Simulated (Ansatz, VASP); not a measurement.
HfIn4SiO6: VASP beside Ansatz

Contents of INCAR:

```
PREC     = Accurate       # precision mode
ENCUT    = 520            # plane-wave cutoff, eV
EDIFF    = 1E-6           # SCF threshold, eV
ISMEAR   = -1             # smearing method
SIGMA    = 0.05           # smearing width, eV
LREAL    = False          # projectors in reciprocal space
LASPH    = True           # aspherical terms in the spheres
NELM     = 100            # most SCF steps
ALGO     = Normal         # electronic algorithm
ISIF     = 2              # what is computed and relaxed
LWAVE    = False          # write WAVECAR
LCHARG   = True           # write CHGCAR
GGA      = PE             # functional
LELF     = True           # ELF
LVHAR    = True         
NBANDS   = 63             # bands
```

KPOINTS

```
Automatic mesh
0
Gamma
  4 4 3
```

The input POSCAR:

```
HfIn4SiO6
1.0
    2.7158500000     -4.7035700000      0.0083300000
    2.7158500000      4.7035700000      0.0083300000
   -1.8791500000      0.0000000000      7.4012700000
Hf In Si O
1 4 1 6
Direct
    0.7883500000      0.2116500000      0.0000000000
    0.6217500000      0.3782500000      0.5000000000
    0.4550200000      0.5449800000      0.0000000000
    0.2840700000      0.7159300000      0.5000000000
    0.9581400000      0.0418600000      0.5000000000
    0.1216800000      0.8783200000      0.0000000000
    0.0621900000      0.1141500000      0.8666600000
    0.8858500000      0.9378100000      0.1333400000
    0.7949000000      0.5378400000      0.8666300000
    0.4621600000      0.2051000000      0.1333700000
    0.1535200000      0.6287900000      0.1333300000
    0.3712100000      0.8464800000      0.8666700000
```

File input.yaml:

```yaml
crystal:
  lattice:
    - [2.71585, -4.70357, 0.00833]
    - [2.71585, 4.70357, 0.00833]
    - [-1.87915, 0.0, 7.40127]
  atoms:
    - { symbol: Hf, position: [0.78835, 0.21165, 0.0] }
    - { symbol: In, position: [0.62175, 0.37825, 0.5] }
    - { symbol: In, position: [0.45502, 0.54498, 0.0] }
    - { symbol: In, position: [0.28407, 0.71593, 0.5] }
    - { symbol: In, position: [0.95814, 0.04186, 0.5] }
    - { symbol: Si, position: [0.12168, 0.87832, 0.0] }
    - { symbol: O, position: [0.06219, 0.11415, 0.86666] }
    - { symbol: O, position: [0.88585, 0.93781, 0.13334] }
    - { symbol: O, position: [0.7949, 0.53784, 0.86663] }
    - { symbol: O, position: [0.46216, 0.2051, 0.13337] }
    - { symbol: O, position: [0.15352, 0.62879, 0.13333] }
    - { symbol: O, position: [0.37121, 0.84648, 0.86667] }
kpoints:
  mp_grid: { grid: [4, 4, 3] }
scf:
  occupations: { method: fermi_dirac, width: 0.05 }
hamiltonian:
  xc: pbe
  pseudopotentials: { kind: all_electron, lapw: { basis_error: 0.002 } }
output:
  forces: true
  stress: true
  eigenvalues: true
```

Alike in both runs: task single point; functional PBE; k mesh 4 × 4 × 3; occupations fermi-dirac, width 0.05 eV; no spin polarisation.

```csv
,VASP,Ansatz
version,VASP 6.6.1,Ansatz 0.2.0
potentials or method,"VASP PAW PBE potentials, release 64 (Hf_pv, In_d, Si, O), cutoff 520 eV","all-electron LAPW, scalar-relativistic"
```

|  | VASP | Ansatz | Ansatz less VASP |
| --- | --- | --- | --- |
| gap on the k mesh at the Fermi level (eV) | none | none | - |
| pressure (GPa) | -0.8 | -0.3 | +0.44 |
| traceless stress, the component that is largest in VASP (GPa) | 0.40 | 0.30 | -0.094 |
| rms of the force components (eV/Å) | 0.068 | 0.027 | -0.0411 |

Atom by atom the forces differ by 0.056 eV/Å (rms over components). A gap of «none» marks a metal or a gap that the smearing closes. Ansatz ran all-electron here, and VASP with PAW potentials.

Spin-orbit coupling is off throughout. Noted on Ansatz's run: the k mesh is thin for a metal, which can move the energy by tens of meV per atom.
